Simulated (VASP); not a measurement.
# Sb (R-3m) in VASP: further runs

Runs on Sb. Level: PBE. Tasks: electric field gradients.

Everything below comes from runs of VASP 6.6.1. Logs are shortened: lines on timing, memory, paths and dates and some standing lists are left out, and cuts for length are marked.

### Step 1. The cell of the first run

It takes space group R-3m (No. 166, trigonal). The conventional cell has a = 4.301 Å, b = 4.301 Å, c = 11.232 Å, α = 90.00°, β = 90.00°, γ = 120.00°. Sb (site symmetry 3m) has 6 Sb at 2.90 to 3.34 Å within 3.8 Å.

### Step 2. Electric field gradients, PBE

Input file INCAR:

```
SYSTEM = Sb
PREC = Accurate ; ENCUT = 520
EDIFF = 1E-8 ; ISMEAR = -1
SIGMA = 0.05 ; LREAL = .False.
LASPH = .True. ; NELM = 60
ALGO = Normal ; ISIF = 2
LWAVE = .False. ; LCHARG = .False.
GGA = PE ; LEFG = .True.
NBANDS = 12
```

Input file KPOINTS:

```
regular mesh
0
Gamma
  9 9 9
  0 0 0
```

Input file POSCAR:

```
Sb
1.0
    2.1506003320      1.2416496806      3.7440000000
   -2.1506003320      1.2416496806      3.7440000000
    0.0000000000     -2.4832993611      3.7440000000
Sb
2
Direct
    0.2336400000      0.2336400000      0.2336400000
    0.7663600000      0.7663600000      0.7663600000
```

Potentials or basis: VASP PAW PBE potentials, release 64 (Sb).

On the command line:

```
cat potpaw_PBE.64/Sb/POTCAR > POTCAR
mpirun -np 1 vasp_std > vasp.out
```

OUTCAR:

```text
SYSTEM = Sb
   PREC = Accurate
   ENCUT = 520
   EDIFF = 1E-8
   ISMEAR = -1
   LREAL = .False.
   LASPH = .True.
   NELM = 60
   ISIF = 2
   GGA = PE

 ion  position               nearest neighbor table
   1  0.234  0.234  0.234-   2 2.90   2 2.90   2 2.90   2 3.34   2 3.34   2 3.34
   2  0.766  0.766  0.766-   1 2.90   1 2.90   1 2.90   1 3.34   1 3.34   1 3.34

  LATTYP: Found a trigonal (rhomboedric) cell.
 ALAT       =     4.4926953733
 COS(alpha) =     0.5417151843

  Lattice vectors:

 A1 = (   2.1506003320,   1.2416496806,   3.7440000000)
 A2 = (  -2.1506003320,   1.2416496806,   3.7440000000)
 A3 = (   0.0000000000,  -2.4832993611,   3.7440000000)

Analysis of symmetry for initial positions (statically):
=====================================================================
 Subroutine PRICEL returns:
 Original cell was already a primitive cell.

 Routine SETGRP: Setting up the symmetry group for a
 trigonal (rhombohedral) supercell.

 Subroutine GETGRP returns: Found 12 space group operations
 (whereof 12 operations were pure point group operations)
 out of a pool of 12 trial point group operations.

The static configuration has the point symmetry D_3d.

Analysis of symmetry for dynamics (positions and initial velocities):
=====================================================================
 Subroutine PRICEL returns:
 Original cell was already a primitive cell.

 Routine SETGRP: Setting up the symmetry group for a
 trigonal (rhombohedral) supercell.

 Subroutine GETGRP returns: Found 12 space group operations
 (whereof 12 operations were pure point group operations)
 out of a pool of 12 trial point group operations.

The dynamic configuration has the point symmetry D_3d.

 Subroutine INISYM returns: Found 12 space group operations
 (whereof 12 operations are pure point group operations),
 and found     1 'primitive' translations

----------------------------------------------------------------------------------------

                                     Primitive cell

  volume of cell :      59.9854

  direct lattice vectors                    reciprocal lattice vectors
     2.150600332  1.241649681  3.744000000     0.232493222  0.134230024  0.089031339
    -2.150600332  1.241649681  3.744000000    -0.232493222  0.134230024  0.089031339
     0.000000000 -2.483299361  3.744000000     0.000000000 -0.268460048  0.089031339

  length of vectors
     4.492695373  4.492695373  4.492695373     0.282838075  0.282838075  0.282838075

  position of ions in fractional coordinates (direct lattice)
     0.233640000  0.233640000  0.233640000
     0.766360000  0.766360000  0.766360000

  ion indices of the primitive-cell ions
   primitive index   ion index
                 1           1
                 2           2

----------------------------------------------------------------------------------------

 KPOINTS: regular mesh

Automatic generation of k-mesh.
 Grid dimensions read from file:
 generate k-points for:    9    9    9

 Generating k-lattice:

  Cartesian coordinates                     Fractional coordinates (reciprocal lattice)
     0.025832580  0.014914447  0.009892371     0.111111111 -0.000000000 -0.000000000
    -0.025832580  0.014914447  0.009892371    -0.000000000  0.111111111 -0.000000000
     0.000000000 -0.029828894  0.009892371     0.000000000  0.000000000  0.111111111

  Length of vectors
     0.031426453  0.031426453  0.031426453

  Shift w.r.t. Gamma in fractional coordinates (k-lattice)
     0.000000000  0.000000000  0.000000000

 Subroutine IBZKPT returns following result:
 ===========================================

 Found     85 irreducible k-points:

 Following reciprocal coordinates:
            Coordinates               Weight
  0.000000  0.000000  0.000000      1.000000
  0.111111 -0.000000  0.000000      6.000000
  0.222222 -0.000000  0.000000      6.000000
  0.333333  0.000000  0.000000      6.000000
  0.444444 -0.000000  0.000000      6.000000
  0.111111  0.111111  0.000000      6.000000
[... 16 lines left out ...]
 -0.333333  0.333333  0.000000      6.000000
  0.444444  0.444444  0.000000      6.000000
 [... further k-points ...]
   k-points           NKPTS =     85   k-points in BZ     NKDIM =     85   number of bands    NBANDS=     12
   number of dos      NEDOS =    301   number of ions     NIONS =      2
   total plane-waves  NPLWV =  46656
   dimension x,y,z NGX =    36 NGY =   36 NGZ =   36
   dimension x,y,z NGXF=    72 NGYF=   72 NGZF=   72
   ions per type =               2
   NGX,Y,Z   is equivalent  to a cutoff of  13.32, 13.32, 13.32 a.u.
   NGXF,Y,Z  is equivalent  to a cutoff of  26.64, 26.64, 26.64 a.u.
 SYSTEM =  Sb
   PREC   = accura    normal or accurate (medium, high low for compatibility)
   ISTART =      0    job   : 0-new  1-cont  2-samecut
   ICHARG =      2    charge: 1-file 2-atom 10-const
   ISPIN  =      1    spin polarized calculation?
   LNONCOLLINEAR =      F non collinear calculations
   LSORBIT =      F    spin-orbit coupling
   LASPH  =      T    aspherical Exc in radial PAW
   ENCUT  =  520.0 eV  38.22 Ry    6.18 a.u.   8.35  8.35  8.35*2*pi/ulx,y,z
   NELM   =     60;   NELMIN=  2; NELMDL= -5     # of ELM steps
   EDIFF  = 0.1E-07   stopping-criterion for ELM
   LREAL  =      F    real-space projection
   EDIFFG = 0.1E-06   stopping-criterion for IOM
   NSW    =      0    number of steps for IOM
   IBRION =     -1    ionic relax: 0-MD 1-quasi-New 2-CG
   NFREE  =      0    steps in history (QN), initial steepest desc. (CG)
   ISIF   =      2    stress and relaxation
   ISYM   =      2    0-nonsym 1-usesym 2-fastsym
   POTIM  = 0.5000    time-step for ionic-motion
   TEBEG  =    0.0;   TEEND  =   0.0 temperature during run
   PSTRESS=    0.0 pullay stress
   NELECT =      10.0000    total number of electrons
   NUPDOWN=      -1.0000    fix difference up-down
   EMIN   =  10.00;   EMAX   =-10.00  energy-range for DOS
   EFERMI =   0.00;   METHOD = LEGACY
   ISMEAR =    -1;   SIGMA  =   0.05  broadening in eV -4-tet -1-fermi 0-gaus
   EFERMI_NEDOS =   21; number of points for ismear=-14 and -15
   IALGO  =     38    algorithm
   IMIX   =      4    mixing-type and parameters
     AMIX     =   0.40;   BMIX     =  1.00
     AMIX_MAG =   1.60;   BMIX_MAG =  1.00
  volume/ion in A,a.u.               =      29.99       202.40
  Fermi-wavevector in a.u.,A,eV,Ry     =   0.901003  1.702649 11.045295  0.811806
  Thomas-Fermi vector in A             =   2.024030
   LORBIT       =      0    0 simple, 1 ext, 2 COOP (PROOUT), +10 PAW based schemes
   GGA     = PE    functional components
[... 5 lines left out ...]
 non-spin polarized calculation
  energy-cutoff  :      520.00
  volume of cell :       59.99
 maximum number of plane-waves:      1628
 NGX is ok and might be reduce to    36
   NGX = 17   NGY = 17   NGZ = 17

 number of electron      10.0000000 magnetization

 Free energy of the ion-electron system (eV)
  ---------------------------------------------------
  ext. energy  EPLUGINS =         0.00000000
  ---------------------------------------------------
  free energy    TOTEN  =        -8.24933949 eV

  energy without entropy =       -8.24760731  energy(sigma->0) =       -8.24847340

 E-fermi :   7.3750     XC(G=0):  -9.5609

 val. band max:        7.3270434052   @ k =   0.3333   0.2222   0.2222
 cond. band min:       7.3930828106   @ k =   0.4444  -0.0000   0.0000
 fundamental gap:      0.0660394053
 Fermi energy:         7.3750132920

 k-point     1 :       0.0000    0.0000    0.0000
  band No.  band energies     occupation
      1      -5.4022      2.00000
      2       2.6215      2.00000
      3       5.3032      2.00000
      4       5.5546      2.00000
      5       5.5546      2.00000
      6       9.4504      0.00000
      7      10.0847      0.00000
      8      10.0847      0.00000
      9      12.4418      0.00000
     10      12.4418      0.00000
     11      12.6137      0.00000
     12      13.9458      0.00000
[... 331 lines left out ...]
 k-point    24 :       0.4444    0.4444    0.0000
  band No.  band energies     occupation
      1      -3.1631      2.00000
      2      -0.5269      2.00000
      3       2.0700      2.00000
      4       3.6529      2.00000
      5       3.7149      2.00000
      6       8.9138      0.00000
      7      12.2674      0.00000
      8      12.8311      0.00000
      9      13.9094      0.00000
     10      15.9341      0.00000
     11      17.0611      0.00000
     12      18.1765      0.00000

 [... further k-points ...]

------------------------ aborting loop because EDIFF is reached ----------------------------------------

  FORCE on cell =-STRESS in cart. coord.  units (eV):
  Direction    XX          YY          ZZ          XY          YZ          ZX
  --------------------------------------------------------------------------------------
  -------------------------------------------------------------------------------------
  Total        1.2680281      1.2680281      1.0630048     -0.0000000      0.0000000      0.0000000
  in kB       33.8683143     33.8683143     28.3922583     -0.0000000      0.0000000      0.0000000
  external PRESSURE =      32.0429623 kB  Pullay stress =       0.0000000 kB

 VOLUME and BASIS-vectors are now :
 -----------------------------------------------------------------------------
  energy-cutoff  :      520.00
  volume of cell :       59.99
      direct lattice vectors                 reciprocal lattice vectors
     2.150600332  1.241649681  3.744000000     0.232493222  0.134230024  0.089031339
    -2.150600332  1.241649681  3.744000000    -0.232493222  0.134230024  0.089031339
     0.000000000 -2.483299361  3.744000000     0.000000000 -0.268460048  0.089031339

 POSITION                                       TOTAL-FORCE (eV/Angst)
 -----------------------------------------------------------------------------------
      0.00000      0.00000      2.62424         0.000000      0.000000      0.243931
      0.00000      0.00000      8.60776         0.000000     -0.000000     -0.243931
 -----------------------------------------------------------------------------------
    total drift:                                0.000000     -0.000000      0.000000

  FREE ENERGIE OF THE ION-ELECTRON SYSTEM (eV)
  ---------------------------------------------------
  free  energy   TOTEN  =        -8.2493394947 eV

  energy  without entropy=       -8.2476073078  energy(sigma->0) =       -8.24847340

 Electric field gradients (V/A^2)
---------------------------------------------------------------------
 ion       V_xx      V_yy      V_zz      V_xy      V_xz      V_yz
---------------------------------------------------------------------
   1      23.029    23.029   -46.058    -0.000    -0.000    -0.000
   2      23.029    23.029   -46.058     0.000    -0.000    -0.000
---------------------------------------------------------------------

 Electric field gradients after diagonalization (V/A^2)
 (convention: |V_zz| > |V_xx| > |V_yy|)
----------------------------------------------------------------------
 ion       V_xx      V_yy      V_zz     asymmetry (V_yy - V_xx)/ V_zz
----------------------------------------------------------------------
   1      23.029    23.029   -46.058       0.000
   2      23.029    23.029   -46.058       0.000
----------------------------------------------------------------------

           NMR quadrupolar parameters

 Cq : quadrupolar parameter    Cq=e*Q*V_zz/h
 eta: asymmetry parameters     (V_yy - V_xx)/ V_zz
 Q  : nuclear electric quadrupole moment in mb (millibarn)
----------------------------------------------------------------------
 ion       Cq(MHz)       eta       Q (mb)
----------------------------------------------------------------------
   1      -0.111       0.000       1.000
   2      -0.111       0.000       1.000
----------------------------------------------------------------------
```

It took 56 s on 1 thread of Intel Xeon 6975P-C, shared host; peak memory 0.22 GiB.

What came out:

```
Free energy            : -8.2493 eV
Pressure               : 3.2 GPa
Largest force          : 0.244 eV/Å
Band gap on the k mesh : 0.07 eV, indirect (least direct gap 0.49 eV)
```

Forces in eV/Å, atoms in the order of the input:
```
Sb   0.000  0.000  0.244
Sb   0.000  0.000 -0.244
```

Electric field gradients, principal values (V/Å²):
```tsv
atom	least	middle	greatest (by size)
1 Sb	23.029	23.029	-46.058
2 Sb	23.029	23.029	-46.058
```

Caveat: without QUAD_EFG the Cq values of the log hold for a quadrupole moment of 1 mb, not for the nuclei; spin-orbit coupling is left out, which moves the levels of the heavy elements. A k mesh can miss the band edges.

### Step 3. Electric field gradients, PBE (volume scaled by 1.01)

Input file INCAR:

```
PREC = Accurate
ENCUT = 520
EDIFF = 1E-8
ISMEAR = -1
SIGMA = 0.05
LREAL = False
LASPH = True
NELM = 80
ALGO = Normal
ISIF = 2
LWAVE = False
LCHARG = False
GGA = PE
LEFG = True
NBANDS = 12
```

Input file KPOINTS:

```
regular mesh
0
Gamma
  9 9 9
```

Input file POSCAR:

```
Sb
1.0
    2.1577452361      1.2457747929      3.7564386296
   -2.1577452361      1.2457747929      3.7564386296
    0.0000000000     -2.4915495857      3.7564386296
Sb
2
Direct
    0.2336400000      0.2336400000      0.2336400000
    0.7663600000      0.7663600000      0.7663600000
```

Potentials or basis: VASP PAW PBE potentials, release 64 (Sb).

On the command line:

```
cat potpaw_PBE.64/Sb/POTCAR > POTCAR
mpirun -np 1 vasp_std > vasp.out
```

OUTCAR:

```text
PREC = Accurate
   ENCUT = 520
   EDIFF = 1E-8
   ISMEAR = -1
   LREAL = False
   LASPH = True
   NELM = 80
   ISIF = 2
   GGA = PE

 ion  position               nearest neighbor table
   1  0.234  0.234  0.234-   2 2.91   2 2.91   2 2.91   2 3.36   2 3.36   2 3.36
   2  0.766  0.766  0.766-   1 2.91   1 2.91   1 2.91   1 3.36   1 3.36   1 3.36

  LATTYP: Found a trigonal (rhomboedric) cell.
 ALAT       =     4.5076213812
 COS(alpha) =     0.5417151843

  Lattice vectors:

 A1 = (   2.1577452361,   1.2457747929,   3.7564386296)
 A2 = (  -2.1577452361,   1.2457747929,   3.7564386296)
[... 573 lines left out ...]
  free  energy   TOTEN  =        -8.2601373697 eV

  energy  without entropy=       -8.2585314489  energy(sigma->0) =       -8.25933441

 Electric field gradients (V/A^2)
---------------------------------------------------------------------
 ion       V_xx      V_yy      V_zz      V_xy      V_xz      V_yz
---------------------------------------------------------------------
   1      22.992    22.992   -45.984    -0.000     0.000    -0.000
   2      22.992    22.992   -45.984    -0.000     0.000    -0.000
---------------------------------------------------------------------

 Electric field gradients after diagonalization (V/A^2)
 (convention: |V_zz| > |V_xx| > |V_yy|)
----------------------------------------------------------------------
 ion       V_xx      V_yy      V_zz     asymmetry (V_yy - V_xx)/ V_zz
----------------------------------------------------------------------
   1      22.992    22.992   -45.984       0.000
   2      22.992    22.992   -45.984       0.000
----------------------------------------------------------------------

           NMR quadrupolar parameters

 Cq : quadrupolar parameter    Cq=e*Q*V_zz/h
 eta: asymmetry parameters     (V_yy - V_xx)/ V_zz
 Q  : nuclear electric quadrupole moment in mb (millibarn)
----------------------------------------------------------------------
 ion       Cq(MHz)       eta       Q (mb)
----------------------------------------------------------------------
   1      -0.111       0.000       1.000
   2      -0.111       0.000       1.000
----------------------------------------------------------------------
```

stdout:

```text
POSCAR found type information on POSCAR Sb
 POSCAR found :  1 types and       2 ions
 scaLAPACK will be used
 LDA part: xc-table for (Slater+PW92), standard interpolation
 POSCAR, INCAR and KPOINTS ok, starting setup
 FFT: planning ... GRIDC
 FFT: planning ... GRID_SOFT
 FFT: planning ... GRID
 WAVECAR not read
 entering main loop
ion   1

ion   2
```

Run time: 63 s. Hardware: 1 thread of Intel Xeon 6975P-C, shared host; peak memory 0.22 GiB.

What came out:

```yaml
Free_energy: -8.2601 eV
Pressure: 2.6 GPa
Largest_force: 0.189 eV/Å
Band_gap_on_the_k_mesh: 0.09 eV, indirect (least direct gap 0.49 eV)
```

Forces in eV/Å, atoms in the order of the input:
```
Sb   0.000  0.000  0.189
Sb   0.000  0.000 -0.189
```

Electric field gradients, principal values (V/Å²):
| atom | least | middle | greatest (by size) |
| --- | --- | --- | --- |
| 1 Sb | 22.992 | 22.992 | -45.984 |
| 2 Sb | 22.992 | 22.992 | -45.984 |

Caveat: without QUAD_EFG the Cq values of the log hold for a quadrupole moment of 1 mb, not for the nuclei; spin-orbit coupling is left out, which moves the levels of the heavy elements. A k mesh can miss the band edges.

(Part 1 of 2 ends here.)
